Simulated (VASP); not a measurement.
Write the native input for VASP 6.6.1 that does the following.

```yaml
Task: single point
Functional: r2SCAN
Potentials_or_basis: VASP PAW PBE potentials, release 64 (B, N)
Cutoff: 520 eV
k_mesh: 12 × 12 × 4
Occupations: gaussian, width 0.05 eV
Spin: no spin polarisation
Dipole_correction: no
Further_INCAR_settings: ALGO = Normal; EDIFF = 1e-06; NBANDS = 16
```

The system is BN.

```xyz
4
Lattice="2.5010 0.0000 0.0000 -1.2505 2.1659 0.0000 0.0000 0.0000 7.1491" Properties=species:S:1:pos:R:3 pbc="T T T"
B     0.0000    1.4439    1.7873
B     1.2505    0.7220    5.3618
N     0.0000    1.4439    5.3618
N     1.2505    0.7220    1.7873
```

This cell differs from its parent crystal: strain +0.0400 x Voigt [0, 0, 1, 0, 0, 0].

These files were run (other wordings do the same):

POSCAR

```
BN
1.0
    2.5009753125      0.0000000000      0.0000000000
   -1.2504876563      2.1659081548      0.0000000000
    0.0000000000      0.0000000000      7.1491281320
B N
2 2
Direct
    0.3333333333      0.6666666667      0.2500000000
    0.6666666667      0.3333333333      0.7500000000
    0.3333333333      0.6666666667      0.7500000000
    0.6666666667      0.3333333333      0.2500000000
```

INCAR.step1

```
SYSTEM = BN
PREC = Accurate ; ENCUT = 520
ISMEAR = 0 ; SIGMA = 0.05
LREAL = .False. ; LASPH = .True.
NELM = 80 ; NBANDS = 16
GGA = PE ; ALGO = Normal
EDIFF = 1E-4 ; LWAVE = .True.
LCHARG = .False.
```

INCAR.step2

```
SYSTEM = BN
PREC = Accurate ; ENCUT = 520
EDIFF = 1E-6 ; ISMEAR = 0
SIGMA = 0.05 ; LREAL = .False.
LASPH = .True. ; NELM = 80
ALGO = Normal ; ISIF = 2
LWAVE = .False. ; LCHARG = .True.
METAGGA = R2SCAN ; LMIXTAU = .True.
LELF = .True. ; LVHAR = .True.
NBANDS = 16 ; ISTART = 1
```

KPOINTS

```
Automatic mesh
0
Gamma
  12 12 4
  0 0 0
```

Potentials or basis: VASP PAW PBE potentials, release 64 (B, N).

Command:

```console
$ cat potpaw_PBE.64/B/POTCAR potpaw_PBE.64/N/POTCAR > POTCAR
$ cp INCAR.step1 INCAR
$ mpirun -np 1 vasp_std > vasp.out
$ cp INCAR.step2 INCAR
$ mpirun -np 1 vasp_std > vasp.out
```

It gave:

| Item | Value |
| --- | --- |
| Pressure | 0.1 GPa |
| Band gap on the k mesh | 4.98 eV, indirect (least direct gap 5.38 eV) |

Caveat: the cell differs from its parent crystal (strain +0.0400 x Voigt [0, 0, 1, 0, 0, 0]); the PAW data sets were made with another functional, which shifts forces and pressure a little.

Wall time 3.8 min on 1 thread of AMD EPYC 7R43 64-Core Processor (Zen 3), on a shared host, peak memory 0.13 GiB.
